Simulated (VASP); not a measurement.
# Os2F (R-3m) in VASP: relaxation of cell and atoms with PBE

Aim: the relaxation of cell and atoms of Os2F with PBE.

All numbers are computed with VASP 6.6.1; they aren't measurements. Logs are shortened: lines on timing, memory, paths and dates and some standing lists are left out, and cuts for length are marked.

### Step 1. The cell of the first run

The structure is trigonal, space group R-3m (No. 166). The conventional cell has a = 3.088 Å, b = 3.088 Å, c = 13.991 Å, α = 90.00°, β = 90.00°, γ = 120.00°. Within 2.8 Å of Os (site symmetry 3m) lie 3 F at 2.13 Å. Within 2.8 Å of F (site symmetry -3m) lie 6 Os at 2.13 Å.

### Step 2. Relaxation of cell and atoms, PBE

Input file INCAR:

```
SYSTEM = Os2F
ALGO     = Normal         ! electronic algorithm
EDIFF    = 1E-7           ! SCF threshold, eV
EDIFFG   = -0.04          ! ionic threshold
ENCUT    = 700            ! plane-wave cutoff, eV
GGA      = PE             ! functional
GGA_COMPAT= .FALSE.      
IBRION   = 2              ! ionic algorithm
ISIF     = 3              ! what is computed and relaxed
ISMEAR   = 0              ! smearing method
LASPH    = .TRUE.         ! aspherical terms in the spheres
LCHARG   = .FALSE.        ! write CHGCAR
LREAL    = .FALSE.        ! projectors in reciprocal space
LWAVE    = .FALSE.        ! write WAVECAR
NELM     = 120            ! most SCF steps
NELMIN   = 4            
NSW      = 90             ! ionic steps
PREC     = Accurate       ! precision mode
SIGMA    = 0.1            ! smearing width, eV
```

Input file KPOINTS:

```
k-points
0
G
  6 6 6
  0 0 0
```

Input file POSCAR:

```
Os2F
1.0
    1.5441326844      0.8915054210      4.6636757160
   -1.5441326844      0.8915054210      4.6636757160
    0.0000000000     -1.7830108420      4.6636757160
Os F
2 1
Direct
    0.7500000000      0.7500000000      0.7500000000
    0.2500000000      0.2500000000      0.2500000000
    0.0000000000      0.0000000000      0.0000000000
```

Potentials or basis: VASP PAW PBE potentials, release 64 (Os_sv_GW, F).

The run is started by

```bash
$ cat potpaw_PBE.64/Os_sv_GW/POTCAR potpaw_PBE.64/F/POTCAR > POTCAR
$ mpirun -np 1 vasp_std > vasp.out
```

OUTCAR:

```text
SYSTEM = Os2F
   EDIFF = 1E-7
   EDIFFG = -0.04
   ENCUT = 700
   GGA = PE
   IBRION = 2
   ISIF = 3
   ISMEAR = 0
   LASPH = .TRUE.
   LREAL = .FALSE.
   NELM = 120
   NELMIN = 4
   NSW = 90
   PREC = Accurate

 ion  position               nearest neighbor table
   1  0.750  0.750  0.750-   3 2.13   3 2.13   3 2.13   2 2.94   2 2.94   2 2.94   2 2.94   2 2.94
                             2 2.94
   2  0.250  0.250  0.250-   3 2.13   3 2.13   3 2.13   1 2.94   1 2.94   1 2.94   1 2.94   1 2.94
                             1 2.94
   3  0.000  0.000  0.000-   1 2.13   2 2.13   1 2.13   1 2.13   2 2.13   2 2.13

  LATTYP: Found a trigonal (rhomboedric) cell.
 ALAT       =     4.9928948363
 COS(alpha) =     0.8087090652

  Lattice vectors:

 A1 = (   1.5441326844,   0.8915054210,   4.6636757160)
 A2 = (  -1.5441326844,   0.8915054210,   4.6636757160)
 A3 = (   0.0000000000,  -1.7830108420,   4.6636757160)

Analysis of symmetry for initial positions (statically):
=====================================================================
 Subroutine PRICEL returns:
 Original cell was already a primitive cell.

 Routine SETGRP: Setting up the symmetry group for a
 trigonal (rhombohedral) supercell.

 Subroutine GETGRP returns: Found 12 space group operations
 (whereof 12 operations were pure point group operations)
 out of a pool of 12 trial point group operations.

The static configuration has the point symmetry D_3d.

Analysis of symmetry for dynamics (positions and initial velocities):
=====================================================================
 Subroutine PRICEL returns:
 Original cell was already a primitive cell.

 Routine SETGRP: Setting up the symmetry group for a
 trigonal (rhombohedral) supercell.

 Subroutine GETGRP returns: Found 12 space group operations
 (whereof 12 operations were pure point group operations)
 out of a pool of 12 trial point group operations.

The dynamic configuration has the point symmetry D_3d.

 Subroutine INISYM returns: Found 12 space group operations
 (whereof 12 operations are pure point group operations),
 and found     1 'primitive' translations

----------------------------------------------------------------------------------------

                                     Primitive cell

  volume of cell :      38.5202

  direct lattice vectors                    reciprocal lattice vectors
     1.544132684  0.891505421  4.663675716     0.323806370  0.186949695  0.071474381
    -1.544132684  0.891505421  4.663675716    -0.323806370  0.186949695  0.071474381
     0.000000000 -1.783010842  4.663675716     0.000000000 -0.373899390  0.071474381

  length of vectors
     4.992894836  4.992894836  4.992894836     0.380669596  0.380669596  0.380669596

  position of ions in fractional coordinates (direct lattice)
     0.750000000  0.750000000  0.750000000
     0.250000000  0.250000000  0.250000000
     0.000000000  0.000000000  0.000000000

  ion indices of the primitive-cell ions
   primitive index   ion index
                 1           1
                 2           2
                 3           3

----------------------------------------------------------------------------------------

 KPOINTS: k-points

Automatic generation of k-mesh.
 Grid dimensions read from file:
 generate k-points for:    6    6    6

 Generating k-lattice:

  Cartesian coordinates                     Fractional coordinates (reciprocal lattice)
     0.053967728  0.031158283  0.011912397     0.166666667 -0.000000000 -0.000000000
    -0.053967728  0.031158283  0.011912397    -0.000000000  0.166666667 -0.000000000
     0.000000000 -0.062316565  0.011912397    -0.000000000 -0.000000000  0.166666667

  Length of vectors
     0.063444933  0.063444933  0.063444933

  Shift w.r.t. Gamma in fractional coordinates (k-lattice)
     0.000000000  0.000000000  0.000000000

 Subroutine IBZKPT returns following result:
 ===========================================

 Found     32 irreducible k-points:

 Following reciprocal coordinates:
            Coordinates               Weight
  0.000000  0.000000  0.000000      1.000000
  0.166667 -0.000000  0.000000      6.000000
  0.333333 -0.000000  0.000000      6.000000
  0.500000  0.000000  0.000000      3.000000
  0.166667  0.166667  0.000000      6.000000
  0.333333  0.166667 -0.000000     12.000000
[... 16 lines left out ...]
  0.500000  0.500000  0.166667      6.000000
 -0.333333  0.500000  0.166667     12.000000
 [... further k-points ...]
   k-points           NKPTS =     32   k-points in BZ     NKDIM =     32   number of bands    NBANDS=     23
   number of dos      NEDOS =    301   number of ions     NIONS =      3
   total plane-waves  NPLWV = 110592
   dimension x,y,z NGX =    48 NGY =   48 NGZ =   48
   dimension x,y,z NGXF=    96 NGYF=   96 NGZF=   96
   ions per type =               2   1
   NGX,Y,Z   is equivalent  to a cutoff of  15.98, 15.98, 15.98 a.u.
   NGXF,Y,Z  is equivalent  to a cutoff of  31.96, 31.96, 31.96 a.u.
 SYSTEM =  Os2F
   PREC   = accura    normal or accurate (medium, high low for compatibility)
   ISTART =      0    job   : 0-new  1-cont  2-samecut
   ICHARG =      2    charge: 1-file 2-atom 10-const
   ISPIN  =      1    spin polarized calculation?
   LNONCOLLINEAR =      F non collinear calculations
   LSORBIT =      F    spin-orbit coupling
   LASPH  =      T    aspherical Exc in radial PAW
   ENCUT  =  700.0 eV  51.45 Ry    7.17 a.u.  10.77 10.77 10.77*2*pi/ulx,y,z
   NELM   =    120;   NELMIN=  4; NELMDL= -5     # of ELM steps
   EDIFF  = 0.1E-06   stopping-criterion for ELM
   LREAL  =      F    real-space projection
   EDIFFG = -.4E-01   stopping-criterion for IOM
   NSW    =     90    number of steps for IOM
   IBRION =      2    ionic relax: 0-MD 1-quasi-New 2-CG
   NFREE  =      1    steps in history (QN), initial steepest desc. (CG)
   ISIF   =      3    stress and relaxation
   ISYM   =      2    0-nonsym 1-usesym 2-fastsym
   POTIM  = 0.5000    time-step for ionic-motion
   TEBEG  =    0.0;   TEEND  =   0.0 temperature during run
   PSTRESS=    0.0 pullay stress
   NELECT =      39.0000    total number of electrons
   NUPDOWN=      -1.0000    fix difference up-down
   EMIN   =  10.00;   EMAX   =-10.00  energy-range for DOS
   EFERMI =   0.00;   METHOD = LEGACY
   ISMEAR =     0;   SIGMA  =   0.10  broadening in eV -4-tet -1-fermi 0-gaus
   EFERMI_NEDOS =   21; number of points for ismear=-14 and -15
   IALGO  =     38    algorithm
   IMIX   =      4    mixing-type and parameters
     AMIX     =   0.40;   BMIX     =  1.00
     AMIX_MAG =   1.60;   BMIX_MAG =  1.00
  volume/ion in A,a.u.               =      12.84        86.65
  Fermi-wavevector in a.u.,A,eV,Ry     =   1.643868  3.106460 36.767055  2.702302
  Thomas-Fermi vector in A             =   2.733930
   LORBIT       =      0    0 simple, 1 ext, 2 COOP (PROOUT), +10 PAW based schemes
   GGA     = PE    functional components
   LHFCALC =     F    Hartree Fock is set to
   AEXX    =    0.0000 exact exchange contribution
   IVDW    =     0    specifies the selected vdW correction
   LEPSILON=     F    determine dielectric tensor
   LRPA    =     F    only Hartree local field effects (RPA)
 conjugate gradient relaxation of ions
 non-spin polarized calculation
 Gauss-broadening in eV      SIGMA  =   0.10
  energy-cutoff  :      700.00
  volume of cell :       38.52
 maximum number of plane-waves:      1647
 NGX is ok and might be reduce to    48
   NGX = 21   NGY = 21   NGZ = 21

--------------------------------------- Ionic step        1  -------------------------------------------

 number of electron      38.9999998 magnetization

 Free energy of the ion-electron system (eV)
  ---------------------------------------------------
  ext. energy  EPLUGINS =         0.00000000
  ---------------------------------------------------
  free energy    TOTEN  =       -20.21239950 eV

  energy without entropy =      -20.19581375  energy(sigma->0) =      -20.20410663

 E-fermi :  10.9975     XC(G=0): -13.5256

 val. band max:       10.9758943383   @ k =  -0.3333   0.5000   0.1667
 cond. band min:      10.9976086284   @ k =   0.5000   0.3333  -0.0000
 fundamental gap:      0.0217142901
 Fermi energy:        10.9975186042

 k-point     1 :       0.0000    0.0000    0.0000
  band No.  band energies     occupation
      1     -75.4205      2.00000
      2     -75.3876      2.00000
      3     -35.0552      2.00000
      4     -34.7331      2.00000
      5     -34.7331      2.00000
      6     -34.6563      2.00000
[... 613 lines left out ...]
     22      12.4256      0.00000
     23      14.8079      0.00000

 [... further k-points ...]

------------------------ aborting loop because EDIFF is reached ----------------------------------------

  FORCE on cell =-STRESS in cart. coord.  units (eV):
  Direction    XX          YY          ZZ          XY          YZ          ZX
  --------------------------------------------------------------------------------------
  -------------------------------------------------------------------------------------
  Total        6.4194965      6.4194965      4.3207063      0.0000000      0.0000000      0.0000000
  in kB      267.0074326    267.0074325    179.7120218      0.0000000      0.0000000      0.0000000
  external PRESSURE =     237.9089623 kB  Pullay stress =       0.0000000 kB
[... 92 lines left out ...]
  FREE ENERGIE OF THE ION-ELECTRON SYSTEM (eV)
  ---------------------------------------------------
  free  energy   TOTEN  =       -22.7977173161 eV

  energy  without entropy=      -22.7586517485  energy(sigma->0) =      -22.77818453

[... ionic steps 4 to 15 ...]

--------------------------------------- Ionic step       16  -------------------------------------------

 number of electron      38.9999999 magnetization

------------------------ aborting loop because EDIFF is reached ----------------------------------------
[... 69 lines left out ...]
--------------------------------------- Ionic step       18  -------------------------------------------

 number of electron      38.9999999 magnetization

 Free energy of the ion-electron system (eV)
  ---------------------------------------------------
  ext. energy  EPLUGINS =         0.00000000
  ---------------------------------------------------
  free energy    TOTEN  =       -24.64522168 eV

  energy without entropy =      -24.63861129  energy(sigma->0) =      -24.64191649

 E-fermi :   6.5291     XC(G=0): -11.1897

 val. band max:        6.4744011513   @ k =   0.3333  -0.0000   0.0000
 cond. band min:       6.5627156696   @ k =   0.3333   0.3333   0.0000
 fundamental gap:      0.0883145183
 Fermi energy:         6.5290578959

 k-point     1 :       0.0000    0.0000    0.0000
  band No.  band energies     occupation
      1     -80.4588      2.00000
      2     -80.1389      2.00000
      3     -40.2604      2.00000
      4     -40.2604      2.00000
      5     -39.8762      2.00000
      6     -39.3663      2.00000
[... 613 lines left out ...]
     22       7.7096      0.00000
     23       8.0443      0.00000

 [... further k-points ...]

------------------------ aborting loop because EDIFF is reached ----------------------------------------

  FORCE on cell =-STRESS in cart. coord.  units (eV):
  Direction    XX          YY          ZZ          XY          YZ          ZX
  --------------------------------------------------------------------------------------
  -------------------------------------------------------------------------------------
  Total        0.0427854      0.0427854     -0.0324684      0.0000000      0.0000000      0.0000000
  in kB        1.2917322      1.2917322     -0.9802536      0.0000000      0.0000000      0.0000000
  external PRESSURE =       0.5344036 kB  Pullay stress =       0.0000000 kB
[... 18 lines left out ...]
  FREE ENERGIE OF THE ION-ELECTRON SYSTEM (eV)
  ---------------------------------------------------
  free  energy   TOTEN  =       -24.6452216845 eV

  energy  without entropy=      -24.6386112901  energy(sigma->0) =      -24.64191649

 reached required accuracy - stopping structural energy minimisation
```

Run time: 21 min. Hardware: 1 thread of Intel Xeon Platinum 8488C (Sapphire Rapids), shared host; peak memory 0.38 GiB.

Results:

```yaml
Free_energy: -24.6452 eV
Relaxed_volume: 17.69 Å³/atom
Relaxed_cell: a = 5.381 Å, b = 5.381 Å, c = 5.381 Å, α = 38.03°, β = 38.03°, γ = 38.03°
Space_group_after_relaxing_to_0.1_Å: R-3m (No. 166)
Energy_gained_by_relaxing: 1477.6 meV/atom
Ionic_steps: 18
Pressure_after_relaxing: 0.1 GPa
Largest_force_after_relaxing: 0.021 eV/Å
Band_gap_on_the_k_mesh: zero (an odd number of electrons rules out a gap without spin polarisation)
```

Forces in eV/Å, atoms in the order of the input:
```
Os   0.000  0.000  0.021
Os   0.000  0.000 -0.021
F    0.000  0.000  0.000
```

The path:
```
step  energy change (eV)  largest force (eV/Å)  pressure (GPa)  volume (Å³)
   1              0.0000                6.7938           23.79        38.52
   2             -2.4957                4.2872          -25.53        50.14
   3             -2.5853                4.5949          -25.89        51.46
   4             -3.6454                4.7093           38.93        45.65
   5             -4.1336                0.8432            7.28        47.43
   6             -4.1371                0.6529            8.91        47.32
   7             -4.1376                0.5143           10.11        47.24
   8             -4.2782                2.3379           14.34        49.76
   9             -4.3010                1.3108           13.41        49.21
  10             -4.3807                0.1753           -4.20        54.69
  11             -4.4183                0.5501            1.44        52.60
  12             -4.4290                0.1942            0.01        52.57
  13             -4.4291                0.1556            0.09        52.57
  14             -4.4306                0.0932            0.40        52.60
  15             -4.4316                0.0128            0.92        52.64
  16             -4.4325                0.0720            0.21        52.91
  17             -4.4326                0.0957            0.02        52.99
  18             -4.4328                0.0213            0.05        53.07
```

Final structure:
```yaml
crystal:
  lattice:
    - [1.75298, 1.01208, 4.98527]
    - [-1.75298, 1.01208, 4.98527]
    - [0.00000, -2.02417, 4.98527]
  atoms:
    - { symbol: Os, position: [0.79521, 0.79521, 0.79521] }
    - { symbol: Os, position: [0.20479, 0.20479, 0.20479] }
    - { symbol: F, position: [0.00000, 0.00000, 0.00000] }
```

Levels at points of the mesh, in eV from the Fermi level:
```tsv
k point	band 16	band 17	band 18	band 19	band 20	band 21	band 22	band 23
(0.00, 0.00, 0.00)	-3.50	-3.41	-3.41	-0.80	1.22	1.22	1.85	1.85
(0.50, 0.00, 0.00)	-3.51	-3.05	-1.53	-1.51	-1.37	1.01	1.92	1.95
(0.50, 0.50, 0.00)	-3.68	-2.04	-1.88	-1.40	-1.37	0.94	1.27	1.91
(0.50, 0.50, 0.50)	-4.00	-4.00	-3.62	-0.22	0.64	1.51	1.51	1.61
```

Caveat: the k points lie up to 0.35 Å⁻¹ apart in the final cell, too coarse for converged energies and pressures of a metal; the volume moved by over 15 % at a fixed basis, so the end points are rough; spin-orbit coupling is left out, which moves the levels of the heavy elements.

The gap in the log of VASP goes by the Fermi energy; the results here count the filled bands.